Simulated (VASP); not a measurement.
Input of a VASP 6.6.1 run:

The input POSCAR:

```
BN
1.0
    0.0000000000      3.2928569245      2.1632761898
    1.2509583898      0.0000000000      2.1632761898
    1.2509583898      3.2928569245      0.0000000000
B N
1 1
Direct
    0.0001138439      0.0001138439      0.9998861561
    0.6665861461      0.6665861461      0.3334138539
```

Contents of INCAR.step1:

```
ALGO = Normal
EDIFF = 1E-4
ENCUT = 520
GGA = PE
ISMEAR = 0
LASPH = True
LCHARG = False
LREAL = False
LWAVE = True
NBANDS = 11
NELM = 100
PREC = Accurate
SIGMA = 0.01
```

Contents of INCAR.step2:

```
ALGO = Normal
EDIFF = 1E-7
ENCUT = 520
ISIF = 2
ISMEAR = 0
ISTART = 1
LASPH = True
LCHARG = False
LMIXTAU = True
LREAL = False
LWAVE = False
METAGGA = R2SCAN
NBANDS = 11
NELM = 100
PREC = Accurate
SIGMA = 0.01
```

Contents of KPOINTS:

```
k-points
0
Gamma
  12 12 12
```

Potentials or basis: VASP PAW PBE potentials, release 64 (B, N).

Command:

```console
$ cat potpaw_PBE.64/B/POTCAR potpaw_PBE.64/N/POTCAR > POTCAR
$ cp INCAR.step1 INCAR
$ mpirun -np 1 vasp_std > vasp.out
$ cp INCAR.step2 INCAR
$ mpirun -np 1 vasp_std > vasp.out
```

Problem. Predict the pressure.

Solution. 1.1 GPa.

Problem. What does it give for the band gap on the k mesh?

Solution. 4.08 eV (least direct gap 5.21 eV).

Stress tensor (GPa, compression positive):
```
0.95 0.00 0.00
0.00 1.31 0.00
0.00 0.00 0.95
```

Caveat: the PAW data sets were made with another functional, which shifts forces and pressure a little. A k mesh can miss the band edges.
